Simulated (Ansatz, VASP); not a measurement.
KBe7 in VASP and in Ansatz

Contents of INCAR:

```
SYSTEM = KBe7
PREC = Accurate
ENCUT = 600
EDIFF = 1E-6
ISMEAR = 0
SIGMA = 0.1
LREAL = .False.
LASPH = .True.
NELM = 80
ALGO = Normal
ISIF = 3
LWAVE = .False.
LCHARG = .False.
GGA = PE
IBRION = 2
NSW = 90
EDIFFG = -0.04
```

KPOINTS

```
Automatic mesh
0
Gamma
  6 4 2
  0 0 0
```

POSCAR

```
KBe7
1.0
    2.7855437200      0.0000000000      0.0000000000
    0.0000000000      3.9393537000      0.0000000000
    0.0000000000      0.0000000000     11.1421748600
K Be
1 7
Direct
    0.0000000000      0.0000000000      0.0000000000
    0.5000000000      0.5000000000      0.8750000000
    0.0000000000      0.0000000000      0.7500000000
    0.5000000000      0.5000000000      0.6250000000
    0.0000000000      0.0000000000      0.5000000000
    0.5000000000      0.5000000000      0.3750000000
    0.0000000000      0.0000000000      0.2500000000
    0.5000000000      0.5000000000      0.1250000000
```

Input for Ansatz:

```yaml
crystal:
  lattice:
    - [2.78554372, 0.0, 0.0]
    - [0.0, 3.9393537, 0.0]
    - [0.0, 0.0, 11.14217486]
  atoms:
    - { symbol: K, position: [0.0, 0.0, 0.0] }
    - { symbol: Be, position: [0.5, 0.5, 0.875] }
    - { symbol: Be, position: [0.0, 0.0, 0.75] }
    - { symbol: Be, position: [0.5, 0.5, 0.625] }
    - { symbol: Be, position: [0.0, 0.0, 0.5] }
    - { symbol: Be, position: [0.5, 0.5, 0.375] }
    - { symbol: Be, position: [0.0, 0.0, 0.25] }
    - { symbol: Be, position: [0.5, 0.5, 0.125] }
basis:
  ecutwfc: 420
kpoints:
  mp_grid: { grid: [6, 4, 2] }
hamiltonian:
  xc: pbe
scf:
  occupations: { method: gaussian, width: 0.1 }
  lower_state_search: "off"
output:
  forces: true
  stress: true
  eigenvalues: true
relax:
  adjacent_minimum: "off"
  f_tol: 0.04
  max_steps: 70
  cell: { stress_tol: 0.4 }
```

Alike in both runs: task relaxation of cell and atoms; functional PBE; k mesh 6 × 4 × 2; occupations gaussian, width 0.1 eV; no spin polarisation.

|  | VASP | Ansatz |
| --- | --- | --- |
| version | VASP 6.6.1 | Ansatz 0.2.0 |
| potentials or method | VASP PAW PBE potentials, release 64 (K_sv, Be), cutoff 600 eV | scalar-relativistic, plane waves, PAW |
| valence electrons in the cell | 23 | 23 |

|  | VASP | Ansatz | Ansatz less VASP |
| --- | --- | --- | --- |
| gap on the k mesh at the Fermi level, each at its own relaxed structure (eV) | none | none | - |
| relaxed volume (Å³/atom) | 11.15 | 11.08 | -0.069 |
| relaxed length of the cell vector where the two differ most in proportion (Å) | 12.603 | 12.523 | -0.0798 |

A gap of «none» marks a metal or a gap that the smearing closes.

The k mesh is coarse, so the values compare programs but aren't converged. Noted on VASP's run: the volume moved by over 15 % at a fixed basis, so the end points are rough.
